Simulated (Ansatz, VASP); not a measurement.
# Two plane-wave programs on Zr4Ag

```xyz
5
Lattice="-2.1570 2.1570 4.1091 2.1570 -2.1570 4.1091 2.1570 2.1570 -4.1091" Properties=species:S:1:pos:R:3 pbc="T T T"
Zr    0.0000    0.0000    6.2098
Zr    0.0000    2.1570    0.0000
Zr    2.1570    0.0000    0.0000
Zr    0.0000    0.0000    2.0085
Ag    0.0000    0.0000    0.0000
```

Change from the starting cell: species swapped into the SnF4 type (I4/mmm, No. 139).

Alike in both runs: task relaxation of cell and atoms; functional PBE; k mesh 5 × 5 × 5; occupations gaussian, width 0.2 eV; no spin polarisation.

|  | VASP | Ansatz |
| --- | --- | --- |
| version | VASP 6.6.1 | Ansatz 0.2.0 |
| potentials or method | VASP PAW PBE potentials, release 64 (Zr_sv, Ag), cutoff 600 eV | scalar-relativistic, plane waves, PAW |
| valence electrons in the cell | 59 | 67 |

Ansatz gave:

| Quantity | Value |
| --- | --- |
| gap on the k mesh at the Fermi level, each at its own relaxed structure (eV) | none |
| relaxed volume (Å³/atom) | 24.62 |
| relaxed cell length with the largest relative difference (Å) | 5.679 |

Question: Estimate VASP's values.

Answer: gap on the k mesh at the Fermi level, each at its own relaxed structure (eV): none; relaxed volume (Å³/atom): 24.63; relaxed cell length with the largest relative difference (Å): 5.673.

A gap of «none» marks a metal or a gap that the smearing closes. VASP's potentials hold 59 valence electrons a cell and Ansatz's 67, so a difference there can come from the potentials and not from the codes.

The k mesh is coarse, so the values compare programs but aren't converged. Noted on VASP's run: the volume moved by over 15 % at a fixed basis, so the end points are rough.
